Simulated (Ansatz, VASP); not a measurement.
**Si in VASP and in Ansatz**

```
CELL_PARAMETERS angstrom
3.84753 0.00000 0.00000
-1.92376 3.33205 0.00000
0.00000 0.00000 18.44160
ATOMIC_POSITIONS crystal
Si 0.33333 0.66667 0.26954
Si 0.66667 0.33333 0.24401
Si 0.11111 0.88889 0.52824
Si 0.77778 0.22222 0.50271
```

Alike in both runs: task single point; functional PBE; dispersion D3(BJ); k mesh 9 × 9 × 1; occupations gaussian, width 0.1 eV; no spin polarisation.

|  | VASP | Ansatz |
| --- | --- | --- |
| version | VASP 6.6.1 | Ansatz 0.2.0 |
| potentials or method | VASP PAW PBE potentials, release 64 (Si), cutoff 520 eV | scalar-relativistic, plane waves, PAW |
| valence electrons in the cell | 16 | 16 |

|  | VASP | Ansatz | Ansatz less VASP |
| --- | --- | --- | --- |
| gap on the k mesh at the Fermi level (eV) | 0.13 | 0.13 | 0.000 |
| least direct gap on the mesh (eV) | 0.13 | 0.13 | 0.000 |
| rms of the force components (eV/Å) | 0.050 | 0.051 | +0.0010 |

Atom by atom the forces differ by 0.003 eV/Å (rms over components). Ansatz's warnings: xc potential rough in thin density.
